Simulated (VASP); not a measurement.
# SrTiO3 (P4mm) in VASP: a series of runs

SrTiO3 is run at these levels: PBEsol; tasks: single point.

Everything below comes from runs of VASP 6.6.1. Logs are shortened: lines on timing, memory, paths and dates and some standing lists are left out, and cuts for length are marked.

### 1 The cell of the first run

It takes space group P4mm (No. 99, tetragonal). Conventional cell: a = 3.891 Å, b = 3.891 Å, c = 3.891 Å, α = 90.00°, β = 90.00°, γ = 90.00°. Within 3.6 Å of Sr (site symmetry 4mm) lie 12 O at 2.65 to 2.86 Å and 8 Ti at 3.23 to 3.52 Å. Ti (site symmetry 4mm) has 6 O at 1.83 to 2.06 Å within 2.4 Å. O (site symmetry 4mm) has 2 Ti at 1.83 to 2.06 Å within 2.4 Å. Within 2.9 Å of O (site symmetry 2mm) lie 2 Ti at 1.95 Å and 4 Sr at 2.65 to 2.86 Å and 8 O at 2.74 to 2.76 Å.

### 2 Single point, PBEsol (atoms displaced along a vibrational mode)

Contents of INCAR:

```
PREC = Accurate ; ENCUT = 520
EDIFF = 1E-6 ; ISMEAR = 0
SIGMA = 0.05 ; LREAL = False
LASPH = True ; NELM = 100
ALGO = Normal ; ISIF = 2
LWAVE = False ; LCHARG = True
GGA = PS ; LELF = True
LVHAR = True ; NBANDS = 28
```

Contents of KPOINTS:

```
Automatic mesh
0
Gamma
  8 8 8
```

Contents of POSCAR:

```
SrTiO3
1.0
    3.8913815400      0.0000000000      0.0000000000
    0.0000000000      3.8913815400      0.0000000000
    0.0000000000      0.0000000000      3.8913815400
Sr Ti O
1 1 3
Direct
    0.0267805698      0.0000000000      0.0000000000
    0.4615817677      0.5000000000      0.5000000000
   -0.0077627934      0.5000000000      0.5000000000
    0.4880195305      0.0000000000      0.5000000000
    0.4880195305      0.5000000000      0.0000000000
```

Potentials or basis: VASP PAW PBE potentials, release 64 (Sr_sv, Ti_sv, O).

Run with:

```console
cat potpaw_PBE.64/Sr_sv/POTCAR potpaw_PBE.64/Ti_sv/POTCAR potpaw_PBE.64/O/POTCAR > POTCAR
mpirun -np 1 vasp_std > vasp.out
```

OUTCAR:

```text
PREC = Accurate
   ENCUT = 520
   EDIFF = 1E-6
   ISMEAR = 0
   LREAL = False
   LASPH = True
   NELM = 100
   ISIF = 2
   GGA = PS

 ion  position               nearest neighbor table
   1  0.027  0.000  0.000-   4 2.65   5 2.65   4 2.65   5 2.65   3 2.75   3 2.75   3 2.75   3 2.75
                             4 2.86   5 2.86   4 2.86   5 2.86   2 3.23   2 3.23   2 3.23   2 3.23
   2  0.462  0.500  0.500-   3 1.83   4 1.95   5 1.95   5 1.95   4 1.95   3 2.06   1 3.23   1 3.23
                             1 3.23   1 3.23   1 3.52   1 3.52   1 3.52   1 3.52
   3  0.992  0.500  0.500-   2 1.83   2 2.06   1 2.75   1 2.75   1 2.75   1 2.75
   4  0.488  0.000  0.500-   2 1.95   2 1.95   1 2.65   1 2.65   1 2.86   1 2.86
   5  0.488  0.500  0.000-   2 1.95   2 1.95   1 2.65   1 2.65   1 2.86   1 2.86

  LATTYP: Found a simple cubic cell.
 ALAT       =     3.8913815400

  Lattice vectors:

 A1 = (   3.8913815400,   0.0000000000,   0.0000000000)
 A2 = (   0.0000000000,   3.8913815400,   0.0000000000)
 A3 = (   0.0000000000,   0.0000000000,   3.8913815400)

Analysis of symmetry for initial positions (statically):
=====================================================================
 Subroutine PRICEL returns:
 Original cell was already a primitive cell.

 Routine SETGRP: Setting up the symmetry group for a
 simple cubic supercell.

 Subroutine GETGRP returns: Found  8 space group operations
 (whereof  8 operations were pure point group operations)
 out of a pool of 48 trial point group operations.

The static configuration has the point symmetry C_4v.

Analysis of symmetry for dynamics (positions and initial velocities):
=====================================================================
 Subroutine PRICEL returns:
 Original cell was already a primitive cell.

 Routine SETGRP: Setting up the symmetry group for a
 simple cubic supercell.

 Subroutine GETGRP returns: Found  8 space group operations
 (whereof  8 operations were pure point group operations)
 out of a pool of 48 trial point group operations.

The dynamic configuration has the point symmetry C_4v.

 Subroutine INISYM returns: Found  8 space group operations
 (whereof  8 operations are pure point group operations),
 and found     1 'primitive' translations

----------------------------------------------------------------------------------------

                                     Primitive cell

  volume of cell :      58.9266

  direct lattice vectors                    reciprocal lattice vectors
     3.891381540  0.000000000  0.000000000     0.256978143  0.000000000  0.000000000
     0.000000000  3.891381540  0.000000000     0.000000000  0.256978143  0.000000000
     0.000000000  0.000000000  3.891381540     0.000000000  0.000000000  0.256978143

  length of vectors
     3.891381540  3.891381540  3.891381540     0.256978143  0.256978143  0.256978143

  position of ions in fractional coordinates (direct lattice)
     0.026780570  0.000000000  0.000000000
     0.461581768  0.500000000  0.500000000
     0.992237207  0.500000000  0.500000000
     0.488019530  0.000000000  0.500000000
     0.488019530  0.500000000  0.000000000

  ion indices of the primitive-cell ions
   primitive index   ion index
                 1           1
                 2           2
                 3           3
                 4           4
                 5           5

----------------------------------------------------------------------------------------

 KPOINTS: Automatic mesh

Automatic generation of k-mesh.
 Grid dimensions read from file:
 generate k-points for:    8    8    8

 Generating k-lattice:

  Cartesian coordinates                     Fractional coordinates (reciprocal lattice)
     0.032122268  0.000000000  0.000000000     0.125000000  0.000000000  0.000000000
     0.000000000  0.032122268  0.000000000     0.000000000  0.125000000  0.000000000
     0.000000000  0.000000000  0.032122268     0.000000000  0.000000000  0.125000000

  Length of vectors
     0.032122268  0.032122268  0.032122268

  Shift w.r.t. Gamma in fractional coordinates (k-lattice)
     0.000000000  0.000000000  0.000000000

 Subroutine IBZKPT returns following result:
 ===========================================

 Found     75 irreducible k-points:

 Following reciprocal coordinates:
            Coordinates               Weight
  0.000000  0.000000  0.000000      1.000000
  0.125000  0.000000  0.000000      2.000000
  0.000000  0.125000  0.000000      4.000000
  0.250000  0.000000  0.000000      2.000000
  0.000000  0.250000  0.000000      4.000000
  0.375000  0.000000  0.000000      2.000000
[... 16 lines left out ...]
  0.375000  0.250000  0.000000      8.000000
  0.000000  0.375000  0.250000      8.000000
 [... further k-points ...]
   k-points           NKPTS =     75   k-points in BZ     NKDIM =     75   number of bands    NBANDS=     28
   number of dos      NEDOS =    301   number of ions     NIONS =      5
   total plane-waves  NPLWV =  27000
   dimension x,y,z NGX =    30 NGY =   30 NGZ =   30
   dimension x,y,z NGXF=    60 NGYF=   60 NGZF=   60
   ions per type =               1   1   3
   NGX,Y,Z   is equivalent  to a cutoff of  12.82, 12.82, 12.82 a.u.
   NGXF,Y,Z  is equivalent  to a cutoff of  25.63, 25.63, 25.63 a.u.
 SYSTEM =  unknown system
   PREC   = accura    normal or accurate (medium, high low for compatibility)
   ISTART =      0    job   : 0-new  1-cont  2-samecut
   ICHARG =      2    charge: 1-file 2-atom 10-const
   ISPIN  =      1    spin polarized calculation?
   LNONCOLLINEAR =      F non collinear calculations
   LSORBIT =      F    spin-orbit coupling
   LASPH  =      T    aspherical Exc in radial PAW
   ENCUT  =  520.0 eV  38.22 Ry    6.18 a.u.   7.24  7.24  7.24*2*pi/ulx,y,z
   NELM   =    100;   NELMIN=  2; NELMDL= -5     # of ELM steps
   EDIFF  = 0.1E-05   stopping-criterion for ELM
   LREAL  =      F    real-space projection
   EDIFFG = 0.1E-04   stopping-criterion for IOM
   NSW    =      0    number of steps for IOM
   IBRION =     -1    ionic relax: 0-MD 1-quasi-New 2-CG
   NFREE  =      0    steps in history (QN), initial steepest desc. (CG)
   ISIF   =      2    stress and relaxation
   ISYM   =      2    0-nonsym 1-usesym 2-fastsym
   POTIM  = 0.5000    time-step for ionic-motion
   TEBEG  =    0.0;   TEEND  =   0.0 temperature during run
   PSTRESS=    0.0 pullay stress
   NELECT =      40.0000    total number of electrons
   NUPDOWN=      -1.0000    fix difference up-down
   EMIN   =  10.00;   EMAX   =-10.00  energy-range for DOS
   EFERMI =   0.00;   METHOD = LEGACY
   ISMEAR =     0;   SIGMA  =   0.05  broadening in eV -4-tet -1-fermi 0-gaus
   EFERMI_NEDOS =   21; number of points for ismear=-14 and -15
   IALGO  =     38    algorithm
   IMIX   =      4    mixing-type and parameters
     AMIX     =   0.40;   BMIX     =  1.00
     AMIX_MAG =   1.60;   BMIX_MAG =  1.00
  volume/ion in A,a.u.               =      11.79        79.53
  Fermi-wavevector in a.u.,A,eV,Ry     =   1.438769  2.718879 28.164817  2.070056
  Thomas-Fermi vector in A             =   2.557699
   LORBIT       =      0    0 simple, 1 ext, 2 COOP (PROOUT), +10 PAW based schemes
   GGA     = PS    functional components
   LHFCALC =     F    Hartree Fock is set to
   AEXX    =    0.0000 exact exchange contribution
   IVDW    =     0    specifies the selected vdW correction
   LEPSILON=     F    determine dielectric tensor
   LRPA    =     F    only Hartree local field effects (RPA)
 non-spin polarized calculation
 Gauss-broadening in eV      SIGMA  =   0.05
  energy-cutoff  :      520.00
  volume of cell :       58.93
 maximum number of plane-waves:      1622
 NGX is ok and might be reduce to    30
   NGX = 15   NGY = 15   NGZ = 15

 number of electron      40.0000009 magnetization

 Free energy of the ion-electron system (eV)
  ---------------------------------------------------
  ext. energy  EPLUGINS =         0.00000000
  ---------------------------------------------------
  free energy    TOTEN  =       -41.90570471 eV

  energy without entropy =      -41.90570471  energy(sigma->0) =      -41.90570471

 E-fermi :   4.4459     XC(G=0): -11.5813

 val. band max:        4.0943032986   @ k =   0.5000   0.5000   0.5000
 cond. band min:       5.9407990784   @ k =   0.0000   0.0000   0.0000
 fundamental gap:      1.8464957798
 Fermi energy:         4.4458533679

 k-point     1 :       0.0000    0.0000    0.0000
  band No.  band energies     occupation
      1     -51.9647      2.00000
      2     -28.5193      2.00000
      3     -28.3680      2.00000
      4     -28.3370      2.00000
      5     -28.3370      2.00000
      6     -13.3102      2.00000
[... 20 lines left out ...]
     27       9.4560      0.00000
     28      10.2011      0.00000

 k-point     2 :       0.1250    0.0000    0.0000
  band No.  band energies     occupation
      1     -51.9645      2.00000
      2     -28.5310      2.00000
      3     -28.3640      2.00000
      4     -28.3365      2.00000
      5     -28.3365      2.00000
      6     -13.3119      2.00000
[... 20 lines left out ...]
     27       9.7379      0.00000
     28      10.5979      0.00000

 k-point     3 :       0.0000    0.1250    0.0000
  band No.  band energies     occupation
      1     -51.9644      2.00000
      2     -28.5275      2.00000
      3     -28.3753      2.00000
      4     -28.3365      2.00000
      5     -28.3285      2.00000
      6     -13.3206      2.00000
[... 20 lines left out ...]
     27       9.7285      0.00000
     28      10.5738      0.00000

 k-point     4 :       0.2500    0.0000    0.0000
  band No.  band energies     occupation
      1     -51.9638      2.00000
      2     -28.5587      2.00000
      3     -28.3545      2.00000
      4     -28.3353      2.00000
      5     -28.3353      2.00000
      6     -13.3709      2.00000
[... 20 lines left out ...]
     27      10.4270      0.00000
     28      11.6415      0.00000

 k-point     5 :       0.0000    0.2500    0.0000
  band No.  band energies     occupation
      1     -51.9638      2.00000
      2     -28.5498      2.00000
      3     -28.3814      2.00000
      4     -28.3353      2.00000
      5     -28.3169      2.00000
      6     -13.3960      2.00000
[... 20 lines left out ...]
     27      10.4068      0.00000
     28      11.5838      0.00000

 k-point     6 :       0.3750    0.0000    0.0000
  band No.  band energies     occupation
      1     -51.9632      2.00000
      2     -28.5860      2.00000
      3     -28.3452      2.00000
      4     -28.3342      2.00000
      5     -28.3342      2.00000
      6     -13.4752      2.00000
[... 463 lines left out ...]
      5     -28.3227      2.00000
      6     -13.2327      2.00000
[... 20 lines left out ...]
     27      11.3267      0.00000
     28      12.0567      0.00000

 k-point    22 :       0.0000    0.2500    0.2500
  band No.  band energies     occupation
      1     -51.9630      2.00000
      2     -28.5385      2.00000
      3     -28.3801      2.00000
      4     -28.3747      2.00000
      5     -28.3146      2.00000
      6     -13.2523      2.00000
[... 20 lines left out ...]
     27      11.3124      0.00000
     28      11.9987      0.00000

 k-point    23 :       0.3750    0.2500    0.0000
  band No.  band energies     occupation
      1     -51.9624      2.00000
      2     -28.5542      2.00000
      3     -28.4051      2.00000
      4     -28.3333      2.00000
      5     -28.3326      2.00000
      6     -13.1922      2.00000
[... 20 lines left out ...]
     27      12.0613      0.00000
     28      12.6063      0.00000

 k-point    24 :       0.0000    0.3750    0.2500
  band No.  band energies     occupation
      1     -51.9624      2.00000
      2     -28.5376      2.00000
      3     -28.3805      2.00000
      4     -28.3780      2.00000
      5     -28.3288      2.00000
      6     -13.2249      2.00000
[... 20 lines left out ...]
     27      12.0882      0.00000
     28      12.4019      0.00000

 [... further k-points ...]

------------------------ aborting loop because EDIFF is reached ----------------------------------------

  FORCE on cell =-STRESS in cart. coord.  units (eV):
  Direction    XX          YY          ZZ          XY          YZ          ZX
  --------------------------------------------------------------------------------------
  -------------------------------------------------------------------------------------
  Total        1.4091294      0.6810180      0.6810180      0.0000000      0.0000000      0.0000000
  in kB       38.3133407     18.5164501     18.5164501      0.0000000      0.0000000      0.0000000
  external PRESSURE =      25.1154136 kB  Pullay stress =       0.0000000 kB

 VOLUME and BASIS-vectors are now :
 -----------------------------------------------------------------------------
  energy-cutoff  :      520.00
  volume of cell :       58.93
      direct lattice vectors                 reciprocal lattice vectors
     3.891381540  0.000000000  0.000000000     0.256978143  0.000000000  0.000000000
     0.000000000  3.891381540  0.000000000     0.000000000  0.256978143  0.000000000
     0.000000000  0.000000000  3.891381540     0.000000000  0.000000000  0.256978143

 POSITION                                       TOTAL-FORCE (eV/Angst)
 -----------------------------------------------------------------------------------
      0.10421      0.00000      0.00000        -0.849983     -0.000000      0.000000
      1.79619      1.94569      1.94569         1.046290      0.000000      0.000000
      3.86117      1.94569      1.94569        -0.288180     -0.000000     -0.000000
      1.89907      0.00000      1.94569         0.045937     -0.000000      0.000000
      1.89907      1.94569      0.00000         0.045937     -0.000000     -0.000000
 -----------------------------------------------------------------------------------
    total drift:                               -0.000045     -0.000000      0.000001

  FREE ENERGIE OF THE ION-ELECTRON SYSTEM (eV)
  ---------------------------------------------------
  free  energy   TOTEN  =       -41.9057047084 eV

  energy  without entropy=      -41.9057047084  energy(sigma->0) =      -41.90570471
```

Wall time 77 s (1 thread of Intel Xeon Platinum 8488C (Sapphire Rapids), shared host); peak memory 0.25 GiB.

Results:

```
Free energy            : -41.9057 eV
Pressure               : 2.5 GPa
Largest force          : 1.046 eV/Å
Band gap on the k mesh : 1.85 eV (least direct gap 2.32 eV)
```

Forces in eV/Å, atoms in the order of the input:
```
Sr  -0.850  0.000  0.000
Ti   1.046  0.000  0.000
O   -0.288  0.000  0.000
O    0.046  0.000  0.000
O    0.046  0.000  0.000
```

Caveat: the cell differs from its parent crystal (atoms displaced along a vibrational mode); the PAW data sets were made with another functional, which shifts forces and pressure a little. A k mesh can miss the band edges.

### 3 Single point, PBEsol (atoms displaced along a vibrational mode)

Contents of INCAR:

```
SYSTEM = SrTiO3
ALGO = Normal
EDIFF = 1E-7
ENCUT = 520
GGA = PS
ISIF = 2
ISMEAR = 0
LASPH = .TRUE.
LCHARG = .FALSE.
LREAL = .FALSE.
LWAVE = .FALSE.
NBANDS = 28
NELM = 100
PREC = Accurate
SIGMA = 0.05
```

Contents of KPOINTS:

```
k-points
0
G
  8 8 8
  0 0 0
```

Contents of POSCAR:

```
SrTiO3
1.0
    3.8913815400      0.0000000000      0.0000000000
    0.0000000000      3.8913815400      0.0000000000
    0.0000000000      0.0000000000      3.8913815400
Sr Ti O
1 1 3
Direct
   -0.0231711418      0.0000000000      0.0000000000
    0.5473285405      0.5000000000      0.5000000000
   -0.0067978061      0.5000000000      0.5000000000
    0.4960478247      0.0000000000      0.5000000000
    0.4960478247      0.5000000000      0.0000000000
```

Potentials or basis: VASP PAW PBE potentials, release 64 (Sr_sv, Ti_sv, O).

Run with:

```console
cat potpaw_PBE.64/Sr_sv/POTCAR potpaw_PBE.64/Ti_sv/POTCAR potpaw_PBE.64/O/POTCAR > POTCAR
mpirun -np 1 vasp_std > vasp.out
```

It took 79 s on 1 thread of Intel Xeon Platinum 8488C (Sapphire Rapids), shared host; peak memory 0.26 GiB.

It converged, with:

```
Free energy            : -41.8119 eV
Pressure               : 4.4 GPa
Largest force          : 2.549 eV/Å
Band gap on the k mesh : 1.86 eV (least direct gap 2.51 eV)
```

Forces in eV/Å, atoms in the order of the input:
```
Sr   0.857  0.000  0.000
Ti  -2.549  0.000  0.000
O    1.489  0.000  0.000
O    0.102  0.000  0.000
O    0.102  0.000  0.000
```

Stress tensor (GPa, compression positive):
```
9.73 0.00 0.00
0.00 1.68 0.00
0.00 0.00 1.68
```

Levels at points of the mesh, in eV from the valence-band top:
| k point | band 17 | band 18 | band 19 | band 20 | band 21 | band 22 | band 23 | band 24 |
| --- | --- | --- | --- | --- | --- | --- | --- | --- |
| (0.00, 0.00, 0.00) | -1.31 | -0.88 | -0.65 | -0.65 | 1.86 | 2.60 | 2.60 | 4.61 |
| (0.50, 0.00, 0.00) | -2.46 | -2.19 | -0.76 | -0.76 | 2.05 | 4.19 | 4.19 | 4.61 |
| (0.00, 0.50, 0.00) | -2.38 | -1.90 | -1.46 | -1.12 | 2.80 | 3.83 | 3.99 | 4.89 |
| (0.50, 0.50, 0.00) | -1.78 | -1.63 | -1.60 | -0.36 | 3.86 | 4.22 | 4.42 | 5.56 |
| (0.00, 0.50, 0.50) | -2.07 | -2.07 | -1.83 | -0.10 | 4.01 | 4.01 | 4.25 | 5.35 |
| (0.50, 0.50, 0.50) | -3.76 | -0.26 | -0.26 | 0.00 | 4.47 | 4.57 | 4.57 | 6.41 |

Caveat: the cell differs from its parent crystal (atoms displaced along a vibrational mode); the cell stands under pressure; the PAW data sets were made with another functional, which shifts forces and pressure a little. A k mesh can miss the band edges.
